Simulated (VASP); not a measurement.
HfC:

```
CELL_PARAMETERS angstrom
3.74356 0.00000 0.00000
-1.87178 3.24202 0.00000
0.00000 0.00000 6.14370
ATOMIC_POSITIONS crystal
Hf 0.33333 0.66667 0.49958
Hf 0.66667 0.33333 0.99958
C 0.33333 0.66667 0.87542
C 0.66667 0.33333 0.37542
```

- Program: VASP 6.6.1
- Task: relaxation of cell and atoms
- Functional: PBE
- Potentials or basis: VASP PAW PBE potentials, release 64 (Hf_pv, C)
- Cutoff: 600 eV
- k mesh: 6 × 6 × 4
- Occupations: gaussian, width 0.1 eV
- Spin: no spin polarisation

At the start: pressure -19.4 GPa; volume 18.64 Å³/atom.

**Question.** How do energy, volume and symmetry change on relaxing?

**Answer.** Over 25 steps the energy falls by 450.8 meV/atom and the volume is 14.86 Å³/atom (-20.3 %); space group P6_3mc (No. 186, to 0.1 Å) before and after.

Step by step:
```tsv
step	energy change (eV)	largest force (eV/Å)	pressure (GPa)	volume (Å³)
1	0.0000	0.3050	-19.39	74.56
2	0.3041	0.9968	41.89	52.75
3	-0.8274	0.4401	-0.28	63.38
4	-0.8287	0.4486	0.55	63.05
5	-0.8285	0.4544	1.13	62.84
6	-0.9165	0.4927	0.91	62.76
7	-1.1545	1.0869	-0.22	62.25
8	-1.2936	2.5316	5.10	59.99
9	-1.3312	2.1845	0.51	61.25
10	-1.3618	2.4493	1.91	60.72
11	-1.3494	2.5281	2.87	60.47
12	-1.3612	2.4744	2.75	60.48
13	-1.3902	2.3099	2.51	60.50
14	-1.4186	1.9952	2.29	60.52
15	-1.4497	1.8947	1.86	60.55
16	-1.5327	1.6085	0.65	60.65
17	-1.6560	1.1060	-1.43	60.83
18	-1.7589	0.3645	-4.34	61.16
19	-1.7603	0.3020	-4.56	61.19
20	-1.7715	0.2873	-3.61	60.83
21	-1.7908	0.2398	-0.60	59.76
22	-1.7923	0.2199	0.65	59.34
23	-1.7947	0.1925	0.59	59.36
24	-1.8001	0.1109	0.41	59.39
25	-1.8031	0.0339	0.13	59.45
```

Final structure:
```
Hf C
1.0
     3.84270    0.00000    0.00000
    -1.92135    3.32787    0.00000
     0.00000    0.00000    4.64875
Hf C
2 2
Cartesian
  0.0000 2.2186 2.0669
  1.9213 1.1093 4.3912
  0.0000 2.2186 4.3252
  1.9213 1.1093 2.0008
```

Caveat: the volume moved by over 15 % at a fixed basis, so the end points are rough; the relaxation stopped at a loose force limit of 0.05 eV/Å, so its end isn't a converged minimum.
